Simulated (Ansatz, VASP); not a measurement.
Two plane-wave programs on GaB3As4

```xyz
8
Lattice="3.5277 0.0000 0.0000 -1.7639 3.0551 0.0000 0.0000 0.0000 11.9032" Properties=species:S:1:pos:R:3 pbc="T T T"
Ga    1.7639    1.0184    3.0260
B     0.0000    2.0367    6.1506
B     0.0000    2.0367   11.7180
B     1.7639    1.0184    8.9386
As    0.0000    2.0367    1.8991
As    0.0000    2.0367    8.2602
As    1.7639    1.0184    5.4796
As    1.7639    1.0184   11.0441
```

Alike in both runs: functional PBE; k mesh 12 × 12 × 4; occupations gaussian, width 0.1 eV; no spin polarisation.

Ansatz relaxed the structure, and its values are those at the end. VASP's run is a single point on that final structure, the one shown.

|  | VASP | Ansatz |
| --- | --- | --- |
| version | VASP 6.6.1 | Ansatz 0.2.0 |
| potentials or method | VASP PAW PBE potentials, release 64 (Ga_d, B, As), cutoff 520 eV | scalar-relativistic, plane waves, PAW |
| valence electrons in the cell | 42 | 82 |

Ansatz gave:

| Quantity | Value |
| --- | --- |
| gap on the k mesh at the Fermi level (eV) | none |
| pressure (GPa) | 0.0 |
| rms of the force components (eV/Å) | 0.001 |

Question: Which values does VASP return?

Answer: gap on the k mesh at the Fermi level (eV): none; pressure (GPa): 0.4; rms of the force components (eV/Å): 0.007.

A gap of «none» marks a metal or a gap that the smearing closes. The functional is the same, so the differences come from potentials, cutoffs and numerics. VASP's potentials hold 42 valence electrons a cell and Ansatz's 82, so a difference there can come from the potentials and not from the codes.
